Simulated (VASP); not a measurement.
Runs of VASP 6.6.1 on NaF. The structure is that of space group Fm-3m (No. 225), or close to it. The cells are those of the table. 

```tsv
level	cell	k mesh	smearing	grid for exact exchange (PRECFOCK)	share of exact exchange	screening parameter	gap on the mesh (eV)	pressure (GPa)
HSE06	a = 3.220 Å, angles 60.0°, 2 atoms	6 × 6 × 6	gaussian 0.01 eV	Normal	0.25	0.2079 1/Å	8.77	(b)
PBE	a = 3.337, b = 3.337, c = 3.249 Å, angles 60.9, 60.9, 58.3°, 2 atoms	10 × 10 × 10	fermi-dirac 0.02 eV	-	-	-	6.15	0.9
PBE	a = 3.220 Å, angles 60.0°, 2 atoms	10 × 10 × 10	fermi-dirac 0.02 eV	-	-	-	(c)	(a)
r2SCAN	a = 3.337, b = 3.337, c = 3.249 Å, angles 60.9, 60.9, 58.3°, 2 atoms	10 × 10 × 10	gaussian 0.01 eV	-	-	-	7.02	-2.7
r2SCAN	a = 3.220 Å, angles 60.0°, 2 atoms	10 × 10 × 10	gaussian 0.01 eV	-	-	-	7.48	0.7
PBE	a = 3.235 Å, angles 60.3°, 2 atoms	10 × 10 × 10	fermi-dirac 0.02 eV	-	-	-	6.46	3.9
r2SCAN	a = 3.235 Å, angles 60.3°, 2 atoms	10 × 10 × 10	gaussian 0.01 eV	-	-	-	7.35	-0.5
```

Alike in all rows: task single point; potentials or basis VASP PAW PBE potentials, release 64 (Na_pv, F); no spin polarisation; cutoff (eV) 520.

**Question.** Fill in the values left out.

**Answer.** (a) 5.2; (b) 3.2; (c) 6.59.

Caveats: the PAW data sets were made with another functional, which shifts forces and pressure a little (at least some runs); the cell stands under pressure (at least some runs).

A k mesh can miss the band edges.
